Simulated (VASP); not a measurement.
Input of a VASP 6.6.1 run:

Contents of INCAR:

```
SYSTEM = Sr2NbN2O2
ALGO     = Normal         ! electronic algorithm
EDIFF    = 1E-7           ! SCF threshold, eV
ENCUT    = 520            ! plane-wave cutoff, eV
GGA      = PE             ! functional
ISIF     = 2              ! what is computed and relaxed
ISMEAR   = -1             ! smearing method
LASPH    = .True.         ! aspherical terms in the spheres
LCHARG   = .False.        ! write CHGCAR
LREAL    = .False.        ! projectors in reciprocal space
LWAVE    = .False.        ! write WAVECAR
NBANDS   = 36             ! bands
NELM     = 100            ! most SCF steps
PREC     = Accurate       ! precision mode
SIGMA    = 0.05           ! smearing width, eV
```

The input KPOINTS:

```
k-points
0
Gamma
  9 9 9
  0 0 0
```

POSCAR

```
Sr2NbN2O2
1.0
   -2.0449822199      2.0449822199      6.5465868976
    2.0449822199     -2.0449822199      6.5465868976
    2.0449822199      2.0449822199     -6.5465868976
Nb Sr O N
1 2 2 2
Direct
    0.0000000000      0.0000000000      0.0000000000
    0.6483240000      0.6483240000      0.0000000000
    0.3516760000      0.3516760000      0.0000000000
    0.8376350000      0.8376350000      0.0000000000
    0.1623650000      0.1623650000      0.0000000000
    0.0000000000      0.5000000000      0.5000000000
    0.5000000000      0.0000000000      0.5000000000
```

Potentials or basis: VASP PAW PBE potentials, release 64 (Nb_sv, Sr_sv, O, N).

The run is started by

```sh
$ cat potpaw_PBE.64/Nb_sv/POTCAR potpaw_PBE.64/Sr_sv/POTCAR potpaw_PBE.64/O/POTCAR potpaw_PBE.64/N/POTCAR > POTCAR
$ mpirun -np 1 vasp_std > vasp.out
```

Task: Predict the largest force.

Result: 0.422 eV/Å.

Task: Predict the band gap on the k mesh.

Result: Zero (an odd number of electrons rules out a gap without spin polarisation).

Task: What does it give for the pressure?

Result: -3.9 GPa.

Forces in eV/Å, atoms in the order of the input:
```
Nb   0.000  0.000  0.000
Sr   0.000  0.000  0.049
Sr   0.000  0.000 -0.049
O    0.000  0.000  0.422
O    0.000  0.000 -0.422
N    0.000  0.000  0.000
N    0.000  0.000  0.000
```

Caveat: the cell stands under tension; an odd number of electrons without spin polarisation forces a metal; a magnetic or distorted state may lie lower.
